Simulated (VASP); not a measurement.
BAs, 2 atoms in the cell. Symmetry: F-43m, No. 216, cubic system. The conventional cell has a = 4.777 Å, b = 4.777 Å, c = 4.777 Å, α = 90.00°, β = 90.00°, γ = 90.00°. B (site symmetry -43m) has 4 As at 2.07 Å within 2.7 Å. Within 2.7 Å of As (site symmetry -43m) lie 4 B at 2.07 Å. 

| Quantity | Value |
| --- | --- |
| Program | VASP 6.6.1 |
| Task | single point |
| Functional | PBE |
| Potentials or basis | VASP PAW PBE potentials, release 64 (B, As) |
| Cutoff | 500 eV |
| k mesh | 5 × 5 × 5 |
| Occupations | gaussian, width 0.01 eV |
| Spin | no spin polarisation |
| Dipole correction | no |
| Further INCAR settings | ALGO = Normal; EDIFF = 1e-06; NBANDS = 11 |

Potentials or basis: VASP PAW PBE potentials, release 64 (B, As).

Launch:

```sh
$ cat potpaw_PBE.64/B/POTCAR potpaw_PBE.64/As/POTCAR > POTCAR
$ mpirun -np 1 vasp_std > vasp.out
```

Hardware: 1 thread of Intel Xeon 8259CL (shared host).

Problem. Estimate the wall time of this run.

Solution. It took 8.7 s on 1 thread of Intel Xeon 8259CL, on a shared host, peak memory 0.15 GiB. Counts: scf iterations 12, k points 10.
